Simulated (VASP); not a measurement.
**WSe2: single point with PBE+D3(BJ)**

WSe2:

```
CELL_PARAMETERS angstrom
-3.27899 0.00000 0.00000
-1.63949 -2.83968 0.00000
-0.81975 -0.47328 14.01124
ATOMIC_POSITIONS crystal
W 0.87500 0.87500 0.75000
W 0.95833 0.95833 0.25000
Se 0.18829 0.18829 0.87028
Se 0.27162 0.27162 0.37028
Se 0.31171 0.31171 0.12972
Se 0.22838 0.22838 0.62972
```

```yaml
Program: VASP 6.6.1
Task: single point
Functional: PBE
Dispersion: D3(BJ)
Potentials_or_basis: VASP PAW PBE potentials, release 64 (W_sv, Se)
Cutoff: 520 eV
k_mesh: 9 × 9 × 2
Occupations: gaussian, width 0.05 eV
Spin: no spin polarisation
```

| Quantity | Value |
| --- | --- |
| Pressure | 0.2 GPa |
| Largest force | 0.121 eV/Å |
| Band gap on the k mesh | 1.36 eV, indirect (least direct gap 1.65 eV) |
| Dispersion energy per atom | -0.432 eV |

Forces in eV/Å, atoms in the order of the input:
```
W    0.008  0.004  0.016
W   -0.007 -0.004 -0.014
Se   0.026  0.015  0.115
Se   0.001  0.001  0.046
Se  -0.028 -0.016 -0.116
Se   0.000  0.000 -0.047
```

Stress tensor (GPa, compression positive):
```
 0.28  0.03 -0.18
 0.03  0.25 -0.10
-0.18 -0.10 -0.07
```

Levels at points of the mesh, in eV from the valence-band top:
```tsv
k point	band 23	band 24	band 25	band 26	band 27	band 28	band 29	band 30
(0.00, 0.00, 0.00)	-1.21	-1.20	-0.88	0.00	2.92	2.93	2.97	2.99
(0.00, 0.00, 0.50)	-1.21	-1.20	-0.27	-0.24	2.92	2.93	2.96	2.98
```

Wall time 2.6 min on 1 thread of AMD EPYC 9R45 96-Core Processor (Zen 5) (shared host), peak memory 0.33 GiB.

Caveat: spin-orbit coupling is left out, which moves the levels of the heavy elements. A k mesh can miss the band edges.
